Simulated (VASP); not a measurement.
# Hf2H3 (P6/mmm) in VASP: notebook

Runs on Hf2H3. Level: PBE. Tasks: single point, relaxation of cell and atoms.

Program: VASP 6.6.1. These are calculated values, not measurements. Logs are shortened: lines on timing, memory, paths and dates and some standing lists are left out, and cuts for length are marked.

## Step 1: The cell of the first run

It takes space group P6/mmm (No. 191, hexagonal). Conventional cell: a = 3.177 Å, b = 3.177 Å, c = 6.608 Å, α = 90.00°, β = 90.00°, γ = 120.00°. Hf (site symmetry 6mm) has 7 H at 1.79 to 2.38 Å within 2.4 Å. H (site symmetry -6m2) has 3 H at 1.83 Å and 6 Hf at 2.38 Å within 2.4 Å. H (site symmetry 6/mmm) has 2 Hf at 1.79 Å within 2.4 Å.

## Step 2: Single point, PBE

INCAR reads:

```
ALGO     = Normal         # electronic algorithm
EDIFF    = 1E-6           # SCF threshold, eV
ENCUT    = 520            # plane-wave cutoff, eV
GGA      = PE             # functional
ISIF     = 2              # what is computed and relaxed
ISMEAR   = 0              # smearing method
LASPH    = T              # aspherical terms in the spheres
LCHARG   = F              # write CHGCAR
LREAL    = F              # projectors in reciprocal space
LWAVE    = F              # write WAVECAR
NBANDS   = 20             # bands
NELM     = 60             # most SCF steps
PREC     = Accurate       # precision mode
SIGMA    = 0.1            # smearing width, eV
```

KPOINTS reads:

```
k-points
0
Gamma
  12 12 6
```

POSCAR reads:

```
Hf2H3
1.0
    3.1772649256      0.0000000000      0.0000000000
   -1.5886324628      2.7515921401      0.0000000000
    0.0000000000      0.0000000000      6.6083381110
Hf H
2 3
Direct
    0.0000000000      0.0000000000      0.2283987692
    0.0000000000      0.0000000000      0.7716012308
    0.3333333333      0.6666666667      0.0000000000
    0.6666666667      0.3333333333      0.0000000000
    0.0000000000      0.0000000000      0.5000000000
```

Potentials or basis: VASP PAW PBE potentials, release 64 (Hf_pv, H).

On the command line:

```
> cat potpaw_PBE.64/Hf_pv/POTCAR potpaw_PBE.64/H/POTCAR > POTCAR
> mpirun -np 1 vasp_std > vasp.out
```

OUTCAR:

```text
EDIFF = 1E-6
   ENCUT = 520
   GGA = PE
   ISIF = 2
   ISMEAR = 0
   LASPH = T
   LREAL = F
   NELM = 60
   PREC = Accurate

 ion  position               nearest neighbor table
   1  0.000  0.000  0.228-   5 1.79   4 2.38   3 2.38   3 2.38   4 2.38   4 2.38   3 2.38   2 3.02
                             2 3.59
   2  0.000  0.000  0.772-   5 1.79   4 2.38   3 2.38   3 2.38   4 2.38   4 2.38   3 2.38   1 3.02
                             1 3.59
   3  0.333  0.667  0.000-   1 2.38   2 2.38   1 2.38   2 2.38   1 2.38   2 2.38
   4  0.667  0.333  0.000-   1 2.38   2 2.38   1 2.38   2 2.38   1 2.38   2 2.38
   5  0.000  0.000  0.500-   1 1.79   2 1.79

  LATTYP: Found a hexagonal cell.
 ALAT       =     3.1772649256
 C/A-ratio  =     2.0798826241

  Lattice vectors:

 A1 = (   3.1772649256,   0.0000000000,   0.0000000000)
 A2 = (  -1.5886324628,   2.7515921401,   0.0000000000)
 A3 = (   0.0000000000,   0.0000000000,   6.6083381110)

Analysis of symmetry for initial positions (statically):
=====================================================================
 Subroutine PRICEL returns:
 Original cell was already a primitive cell.

 Routine SETGRP: Setting up the symmetry group for a
 hexagonal supercell.

 Subroutine GETGRP returns: Found 24 space group operations
 (whereof 24 operations were pure point group operations)
 out of a pool of 24 trial point group operations.

The static configuration has the point symmetry D_6h.

Analysis of symmetry for dynamics (positions and initial velocities):
=====================================================================
 Subroutine PRICEL returns:
 Original cell was already a primitive cell.

 Routine SETGRP: Setting up the symmetry group for a
 hexagonal supercell.

 Subroutine GETGRP returns: Found 24 space group operations
 (whereof 24 operations were pure point group operations)
 out of a pool of 24 trial point group operations.

The dynamic configuration has the point symmetry D_6h.

 Subroutine INISYM returns: Found 24 space group operations
 (whereof 24 operations are pure point group operations),
 and found     1 'primitive' translations

----------------------------------------------------------------------------------------

                                     Primitive cell

  volume of cell :      57.7736

  direct lattice vectors                    reciprocal lattice vectors
     3.177264926  0.000000000  0.000000000     0.314736109  0.181712977  0.000000000
    -1.588632463  2.751592140  0.000000000     0.000000000  0.363425955  0.000000000
     0.000000000  0.000000000  6.608338111     0.000000000  0.000000000  0.151323976

  length of vectors
     3.177264926  3.177264926  6.608338111     0.363425955  0.363425955  0.151323976

  position of ions in fractional coordinates (direct lattice)
     0.000000000  0.000000000  0.228398769
     0.000000000  0.000000000  0.771601231
     0.333333333  0.666666667  0.000000000
     0.666666667  0.333333333  0.000000000
     0.000000000  0.000000000  0.500000000

  ion indices of the primitive-cell ions
   primitive index   ion index
                 1           1
                 2           2
                 3           3
                 4           4
                 5           5

----------------------------------------------------------------------------------------

 KPOINTS: k-points

Automatic generation of k-mesh.
 Grid dimensions read from file:
 generate k-points for:   12   12    6

 Generating k-lattice:

  Cartesian coordinates                     Fractional coordinates (reciprocal lattice)
     0.026228009  0.015142748  0.000000000     0.083333333  0.000000000  0.000000000
     0.000000000  0.030285496  0.000000000     0.000000000  0.083333333  0.000000000
     0.000000000  0.000000000  0.025220663     0.000000000  0.000000000  0.166666667

  Length of vectors
     0.030285496  0.030285496  0.025220663

  Shift w.r.t. Gamma in fractional coordinates (k-lattice)
     0.000000000  0.000000000  0.000000000

 Subroutine IBZKPT returns following result:
 ===========================================

 Found     76 irreducible k-points:

 Following reciprocal coordinates:
            Coordinates               Weight
  0.000000  0.000000  0.000000      1.000000
  0.083333  0.000000  0.000000      6.000000
  0.166667 -0.000000  0.000000      6.000000
  0.250000 -0.000000  0.000000      6.000000
  0.333333 -0.000000  0.000000      6.000000
  0.416667 -0.000000  0.000000      6.000000
[... 16 lines left out ...]
  0.250000 -0.000000  0.166667     12.000000
  0.333333 -0.000000  0.166667     12.000000
 [... further k-points ...]
   k-points           NKPTS =     76   k-points in BZ     NKDIM =     76   number of bands    NBANDS=     20
   number of dos      NEDOS =    301   number of ions     NIONS =      5
   total plane-waves  NPLWV =  28800
   dimension x,y,z NGX =    24 NGY =   24 NGZ =   50
   dimension x,y,z NGXF=    48 NGYF=   48 NGZF=  100
   ions per type =               2   3
   NGX,Y,Z   is equivalent  to a cutoff of  12.56, 12.56, 12.58 a.u.
   NGXF,Y,Z  is equivalent  to a cutoff of  25.12, 25.12, 25.16 a.u.
 SYSTEM =  unknown system
   PREC   = accura    normal or accurate (medium, high low for compatibility)
   ISTART =      0    job   : 0-new  1-cont  2-samecut
   ICHARG =      2    charge: 1-file 2-atom 10-const
   ISPIN  =      1    spin polarized calculation?
   LNONCOLLINEAR =      F non collinear calculations
   LSORBIT =      F    spin-orbit coupling
   LASPH  =      T    aspherical Exc in radial PAW
   ENCUT  =  520.0 eV  38.22 Ry    6.18 a.u.   5.91  5.91 12.29*2*pi/ulx,y,z
   NELM   =     60;   NELMIN=  2; NELMDL= -5     # of ELM steps
   EDIFF  = 0.1E-05   stopping-criterion for ELM
   LREAL  =      F    real-space projection
   EDIFFG = 0.1E-04   stopping-criterion for IOM
   NSW    =      0    number of steps for IOM
   IBRION =     -1    ionic relax: 0-MD 1-quasi-New 2-CG
   NFREE  =      0    steps in history (QN), initial steepest desc. (CG)
   ISIF   =      2    stress and relaxation
   ISYM   =      2    0-nonsym 1-usesym 2-fastsym
   POTIM  = 0.5000    time-step for ionic-motion
   TEBEG  =    0.0;   TEEND  =   0.0 temperature during run
   PSTRESS=    0.0 pullay stress
   NELECT =      23.0000    total number of electrons
   NUPDOWN=      -1.0000    fix difference up-down
   EMIN   =  10.00;   EMAX   =-10.00  energy-range for DOS
   EFERMI =   0.00;   METHOD = LEGACY
   ISMEAR =     0;   SIGMA  =   0.10  broadening in eV -4-tet -1-fermi 0-gaus
   EFERMI_NEDOS =   21; number of points for ismear=-14 and -15
   IALGO  =     38    algorithm
   IMIX   =      4    mixing-type and parameters
     AMIX     =   0.40;   BMIX     =  1.00
     AMIX_MAG =   1.60;   BMIX_MAG =  1.00
  volume/ion in A,a.u.               =      11.55        77.98
  Fermi-wavevector in a.u.,A,eV,Ry     =   1.204317  2.275829 19.733614  1.450380
  Thomas-Fermi vector in A             =   2.340046
   LORBIT       =      0    0 simple, 1 ext, 2 COOP (PROOUT), +10 PAW based schemes
   GGA     = PE    functional components
   LHFCALC =     F    Hartree Fock is set to
   AEXX    =    0.0000 exact exchange contribution
   IVDW    =     0    specifies the selected vdW correction
   LEPSILON=     F    determine dielectric tensor
   LRPA    =     F    only Hartree local field effects (RPA)
 non-spin polarized calculation
 Gauss-broadening in eV      SIGMA  =   0.10
  energy-cutoff  :      520.00
  volume of cell :       57.77
 maximum number of plane-waves:      1574
 NGX is ok and might be reduce to    24
   NGX = 11   NGY = 11   NGZ = 25

 number of electron      23.0000001 magnetization

 Free energy of the ion-electron system (eV)
  ---------------------------------------------------
  ext. energy  EPLUGINS =         0.00000000
  ---------------------------------------------------
  free energy    TOTEN  =       -28.49831150 eV

  energy without entropy =      -28.48372207  energy(sigma->0) =      -28.49101679

 E-fermi :   4.0523     XC(G=0): -10.7378

 val. band max:        4.0287239802   @ k =   0.3333   0.1667   0.3333
 cond. band min:       4.0523702080   @ k =   0.0833   0.0000   0.3333
 fundamental gap:      0.0236462278
 Fermi energy:         4.0523422221

 k-point     1 :       0.0000    0.0000    0.0000
  band No.  band energies     occupation
      1     -27.2886      2.00000
      2     -26.8071      2.00000
      3     -26.6381      2.00000
      4     -26.6381      2.00000
      5     -26.6015      2.00000
      6     -26.6015      2.00000
[... 12 lines left out ...]
     19       8.9284      0.00000
     20       8.9284      0.00000

 k-point     2 :       0.0833    0.0000    0.0000
  band No.  band energies     occupation
      1     -27.2811      2.00000
      2     -26.8022      2.00000
      3     -26.6807      2.00000
      4     -26.6477      2.00000
      5     -26.6419      2.00000
      6     -26.6108      2.00000
[... 12 lines left out ...]
     19       8.8736      0.00000
     20       9.0985      0.00000

 k-point     3 :       0.1667   -0.0000    0.0000
  band No.  band energies     occupation
      1     -27.2605      2.00000
      2     -26.7955      2.00000
      3     -26.7889      2.00000
      4     -26.7509      2.00000
      5     -26.6739      2.00000
      6     -26.6362      2.00000
[... 12 lines left out ...]
     19       8.7281      0.00000
     20       9.2194      0.00000

 k-point     4 :       0.2500   -0.0000    0.0000
  band No.  band energies     occupation
      1     -27.2322      2.00000
      2     -26.9485      2.00000
      3     -26.8967      2.00000
      4     -26.7704      2.00000
      5     -26.7094      2.00000
      6     -26.6706      2.00000
[... 429 lines left out ...]
 k-point    23 :       0.2500   -0.0000    0.1667
  band No.  band energies     occupation
      1     -27.2126      2.00000
      2     -26.9471      2.00000
      3     -26.8980      2.00000
      4     -26.7920      2.00000
      5     -26.7084      2.00000
      6     -26.6715      2.00000
[... 12 lines left out ...]
     19       8.3720      0.00000
     20       9.7666      0.00000

 k-point    24 :       0.3333   -0.0000    0.1667
  band No.  band energies     occupation
      1     -27.1855      2.00000
      2     -27.0950      2.00000
      3     -27.0405      2.00000
      4     -26.7732      2.00000
      5     -26.7436      2.00000
      6     -26.7057      2.00000
[... 12 lines left out ...]
     19       8.4173      0.00000
     20      10.3144      0.00000

 [... further k-points ...]
[... 5 lines left out ...]
  --------------------------------------------------------------------------------------
  -------------------------------------------------------------------------------------
  Total       -0.1753274     -0.1753274     -0.1536150      0.0000000     -0.0000000     -0.0000000
  in kB       -4.8621758     -4.8621758     -4.2600485      0.0000000     -0.0000000     -0.0000000
  external PRESSURE =      -4.6614667 kB  Pullay stress =       0.0000000 kB

 VOLUME and BASIS-vectors are now :
 -----------------------------------------------------------------------------
  energy-cutoff  :      520.00
  volume of cell :       57.77
      direct lattice vectors                 reciprocal lattice vectors
     3.177264926  0.000000000  0.000000000     0.314736109  0.181712977  0.000000000
    -1.588632463  2.751592140  0.000000000     0.000000000  0.363425955  0.000000000
     0.000000000  0.000000000  6.608338111     0.000000000  0.000000000  0.151323976

 POSITION                                       TOTAL-FORCE (eV/Angst)
 -----------------------------------------------------------------------------------
      0.00000      0.00000      1.50934         0.000000     -0.000000     -0.024618
      0.00000      0.00000      5.09900        -0.000000      0.000000      0.024618
     -0.00000      1.83439      0.00000         0.000000      0.000000     -0.000000
      1.58863      0.91720      0.00000        -0.000000     -0.000000      0.000000
      0.00000      0.00000      3.30417        -0.000000      0.000000      0.000000
 -----------------------------------------------------------------------------------
    total drift:                                0.000000      0.000000      0.000000

  FREE ENERGIE OF THE ION-ELECTRON SYSTEM (eV)
  ---------------------------------------------------
  free  energy   TOTEN  =       -28.4983115017 eV

  energy  without entropy=      -28.4837220693  energy(sigma->0) =      -28.49101679
```

Run time: 33 s. Hardware: 1 thread of Intel Xeon Platinum 8559C (Emerald Rapids), shared host; peak memory 0.22 GiB.

Results:

```yaml
Free_energy: -28.4983 eV
Pressure: -0.5 GPa
Largest_force: 0.025 eV/Å
```

Forces in eV/Å, atoms in the order of the input:
```
Hf   0.000  0.000 -0.025
Hf   0.000  0.000  0.025
H    0.000  0.000  0.000
H    0.000  0.000  0.000
H    0.000  0.000  0.000
```

Caveat: spin-orbit coupling is left out, which moves the levels of the heavy elements.

## Step 3: Relaxation of cell and atoms, PBE

This run uses another cell than the first one, of 11.41 Å³/atom, 0.988 times its volume.

INCAR reads:

```
  PREC = Accurate
  ENCUT = 600
  EDIFF = 1E-7
  ISMEAR = 0
  SIGMA = 0.1
  LREAL = F
  LASPH = T
  NELM = 60
  ALGO = Normal
  ISIF = 3
  LWAVE = F
  LCHARG = F
  GGA = PE
  IBRION = 2
  NSW = 100
  EDIFFG = -0.01
```

KPOINTS reads:

```
regular mesh
0
Gamma
  12 12 6
```

POSCAR reads:

```
Hf2H3
1.0
    3.1669690472      0.0000000000      0.0000000000
   -1.5834845236      2.7426756479      0.0000000000
    0.0000000000      0.0000000000      6.5704083291
Hf H
2 3
Direct
    0.0000000000      0.0000000000      0.2288669911
    0.0000000000      0.0000000000      0.7711330089
    0.3333333333      0.6666666667      0.0000000000
    0.6666666667      0.3333333333      0.0000000000
    0.0000000000      0.0000000000      0.5000000000
```

Potentials or basis: VASP PAW PBE potentials, release 64 (Hf_pv, H).

On the command line:

```
> cat potpaw_PBE.64/Hf_pv/POTCAR potpaw_PBE.64/H/POTCAR > POTCAR
> mpirun -np 1 vasp_std > vasp.out
```

Run time: 74 s. Hardware: 1 thread of Intel Xeon Platinum 8559C (Emerald Rapids), shared host; peak memory 0.25 GiB.

The run converged. Its results:

```yaml
Free_energy: -28.5000 eV
Relaxed_volume: 11.51 Å³/atom
Relaxed_cell: a = 3.172 Å, b = 3.172 Å, c = 6.602 Å, α = 90.00°, β = 90.00°, γ = 120.00°
Space_group_after_relaxing_to_0.05_Å: P6/mmm (No. 191)
Energy_gained_by_relaxing: 0.3 meV/atom
Ionic_steps: 2
Pressure_after_relaxing: 0.0 GPa
Largest_force_after_relaxing: 0.008 eV/Å
```

Forces in eV/Å, atoms in the order of the input:
```
Hf   0.000  0.000 -0.008
Hf   0.000  0.000  0.008
H    0.000  0.000  0.000
H    0.000  0.000  0.000
H    0.000  0.000  0.000
```

Step by step:
| step | energy change (eV) | largest force (eV/Å) | pressure (GPa) | volume (Å³) |
| --- | --- | --- | --- | --- |
| 1 | 0.0000 | 0.0731 | 0.79 | 57.07 |
| 2 | -0.0017 | 0.0081 | 0.00 | 57.54 |

Final structure:
```
Hf H
1.0
     3.17240    0.00000    0.00000
    -1.58620    2.74738    0.00000
     0.00000    0.00000    6.60161
Hf H
2 3
Direct
  0.00000 0.00000 0.22833
  0.00000 0.00000 0.77167
  0.33333 0.66667 0.00000
  0.66667 0.33333 0.00000
  0.00000 0.00000 0.50000
```

Levels at points of the mesh, in eV from the Fermi level:
| k point | band 9 | band 10 | band 11 | band 12 | band 13 | band 14 |
| --- | --- | --- | --- | --- | --- | --- |
| (0.00, 0.00, 0.00) | -4.53 | -2.64 | 0.90 | 0.90 | 1.56 | 1.56 |
| (0.50, 0.00, 0.00) | -4.20 | -2.10 | -0.63 | 0.11 | 1.20 | 1.28 |
| (0.00, 0.00, 0.50) | -3.76 | -2.29 | 0.98 | 0.98 | 1.46 | 1.46 |
| (0.50, 0.00, 0.50) | -4.41 | -2.15 | -0.95 | -0.58 | 1.57 | 2.00 |

Caveat: spin-orbit coupling is left out, which moves the levels of the heavy elements.
